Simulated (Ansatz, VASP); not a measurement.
# Zr3C2 in VASP and in Ansatz

```
Zr C
1.0
     3.51097   -4.72558    0.00000
     3.51097    4.72558    0.00000
     0.00000    0.00000    2.93015
Zr C
3 2
Direct
  0.13760 0.86240 0.50000
  0.86240 0.13760 0.50000
  0.50000 0.50000 0.00000
  0.50000 0.00000 0.50000
  0.00000 0.50000 0.50000
```

Alike in both runs: task relaxation of cell and atoms; functional PBE; k mesh 4 × 4 × 6; occupations gaussian, width 0.1 eV; no spin polarisation.

|  | VASP | Ansatz |
| --- | --- | --- |
| version | VASP 6.6.1 | Ansatz 0.2.0 |
| potentials or method | VASP PAW PBE potentials, release 64 (Zr_sv, C), cutoff 600 eV | scalar-relativistic, plane waves, PAW |
| valence electrons in the cell | 44 | 44 |

Ansatz gave:

* gap on the k mesh at the Fermi level, each at its own relaxed structure (eV): none
* relaxed volume (Å³/atom): 19.76
* relaxed length of the cell vector where the two differ most in proportion (Å): 5.942

Problem. What did VASP give for the same quantities?

Solution. gap on the k mesh at the Fermi level, each at its own relaxed structure (eV): none; relaxed volume (Å³/atom): 19.77; relaxed length of the cell vector where the two differ most in proportion (Å): 5.946.

A gap of «none» marks a metal or a gap that the smearing closes.
